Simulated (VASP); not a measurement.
A run of VASP 6.6.1 is set up as follows.

The input INCAR:

```
SYSTEM = MgAl15HN16
PREC = Accurate
ENCUT = 520
EDIFF = 1E-6
ISMEAR = 0
SIGMA = 0.01
LREAL = Auto
LASPH = .True.
NELM = 200
ALGO = Normal
ISIF = 2
LWAVE = .False.
LCHARG = .True.
ISPIN = 2
MAGMOM = 0 0 0 0 0 0 0 0 0 0 0 0 0 0 0 0.01 0.01 0.01 0.08 0.3 0.13 0.05 0.05 0.01 0.05 0.02 0.05 0.01 0.01 0.01 0.01 0 0
LORBIT = 11
NUPDOWN = 1.0
GGA = PE
LELF = .True.
LVHAR = .True.
NELECT = 127.0
NBANDS = 90
GGA_COMPAT = .False.
ISYM = -1
```

File KPOINTS:

```
explicit points
1
Reciprocal
  0.25000000   0.25000000   0.25000000 1
```

The input POSCAR:

```
MgAl15HN16
1.0
    6.2595139102      0.0000000601      0.0000000000
   -3.1297570100      5.4208980298      0.0000000000
    0.0000000000      0.0000000000     10.0348065900
Al Mg N H
15 1 16 1
Direct
    0.3310861934      0.1695657116      0.2364193021
    0.3358712867      0.1647390715      0.7524376464
    0.1629274789      0.3363899012      0.9992215693
    0.3333672086      0.6683346848      0.2481819449
    0.1526822128      0.8156934660      0.5060201748
    0.3362346421      0.6721055635      0.7519704885
    0.1615576866      0.8315849160      0.9986341934
    0.8291347912      0.1660175512      0.2493634907
    0.6853864829      0.3471297291      0.5057435909
    0.8288871523      0.1648207724      0.7517506918
    0.6670054462      0.3378866322      0.9993300246
    0.8315679250      0.6676242968      0.2489172526
    0.6659678609      0.8361658372      0.5015247449
    0.8310298287      0.6693091658      0.7530788794
    0.6649847992      0.8346740640      1.0009040941
    0.1705204094      0.3257417605      0.4931213122
    0.3511456852      0.1494415113      0.4312066169
    0.1641823875      0.3341445956      0.1902974649
    0.3290618844      0.1694666349      0.9424337981
    0.1687849216      0.3335605934      0.7035105005
    0.3404907300      0.6855571228      0.4378149476
    0.1658584524      0.8324938811      0.1880871893
    0.3307505180      0.6702722416      0.9411491998
    0.1655691927      0.8324053637      0.6924472945
    0.8137536730      0.1589086524      0.4374648386
    0.6675108134      0.3347912514      0.1879751629
    0.8292756345      0.1694141385      0.9412229015
    0.6684581545      0.3352729608      0.6923750316
    0.8306950833      0.6697338941      0.4400832923
    0.6669518766      0.8324339430      0.1893296208
    0.8294734725      0.6699366849      0.9405715735
    0.6672691702      0.8336696086      0.6913122855
    0.4461589455      0.0571117982      0.4043448813
```

Potentials or basis: VASP PAW PBE potentials, release 64 (Al, Mg, N, H).

Run with:

```sh
$ cat potpaw_PBE.64/Al/POTCAR potpaw_PBE.64/Mg/POTCAR potpaw_PBE.64/N/POTCAR potpaw_PBE.64/H/POTCAR > POTCAR
$ mpirun -np 1 vasp_std > vasp.out
```

Task: Estimate the largest force.

Result: 0.042 eV/Å.

Forces in eV/Å, atoms in the order of the input:
```
Al  -0.005  0.000  0.015
Al   0.005 -0.006  0.004
Al   0.005  0.005  0.004
Al  -0.003  0.001  0.001
Al   0.001 -0.003 -0.001
Al  -0.001  0.008  0.002
Al   0.003  0.002  0.010
Al   0.007  0.006 -0.005
Al   0.000  0.004  0.007
Al  -0.005 -0.003  0.007
Al  -0.004 -0.002  0.007
Al  -0.001  0.003  0.014
Al  -0.002 -0.002  0.011
Al  -0.001  0.002  0.015
Al  -0.001 -0.001  0.000
Mg   0.010 -0.002 -0.014
N   -0.037  0.020 -0.003
N   -0.008  0.000  0.002
N   -0.003  0.001 -0.007
N   -0.005  0.001 -0.012
N    0.000 -0.011  0.007
N    0.000 -0.001 -0.008
N    0.001 -0.006 -0.004
N    0.002  0.003 -0.002
N    0.006  0.002  0.008
N    0.003 -0.002 -0.006
N    0.003 -0.003 -0.009
N    0.001 -0.002 -0.005
N   -0.003  0.001 -0.019
N   -0.002  0.001 -0.005
N   -0.002  0.000 -0.006
N    0.002  0.000 -0.010
H    0.033 -0.016  0.003
```

Caveat: the cell carries a net charge on a neutralising background, which shifts energy and pressure; the total moment is fixed, so each spin has its own Fermi level and the state may be an excited one.
